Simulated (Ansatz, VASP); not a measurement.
TaN in VASP and in Ansatz

```
CELL_PARAMETERS angstrom
2.93624 0.00000 0.00000
-1.46812 2.54286 0.00000
0.00000 0.00000 2.88465
ATOMIC_POSITIONS crystal
Ta 0.00000 0.00000 0.50000
N 0.66667 0.33333 0.00000
```

Alike in both runs: functional r2SCAN; k mesh 21 × 21 × 20; occupations gaussian, width 0.1 eV; no spin polarisation.

Ansatz relaxed the structure, and its values are those at the end. VASP's run is a single point on that final structure, the one shown.

```csv
,VASP,Ansatz
version,VASP 6.6.1,Ansatz 0.2.0
potentials or method,"VASP PAW PBE potentials, release 64 (Ta_pv, N), cutoff 520 eV","scalar-relativistic, plane waves, PAW"
valence electrons in the cell,16,18
```

VASP gave:

| Property | Result |
| --- | --- |
| gap on the k mesh at the Fermi level (eV) | none |
| pressure (GPa) | 1.6 |

Which values does Ansatz return?

gap on the k mesh at the Fermi level (eV): none; pressure (GPa): 0.0.

VASP's potentials were made for PBE, not for r2SCAN. A gap of «none» marks a metal or a gap that the smearing closes. VASP's potentials hold 16 valence electrons a cell and Ansatz's 18, so a difference there can come from the potentials and not from the codes.

Neither program's run includes spin-orbit coupling.
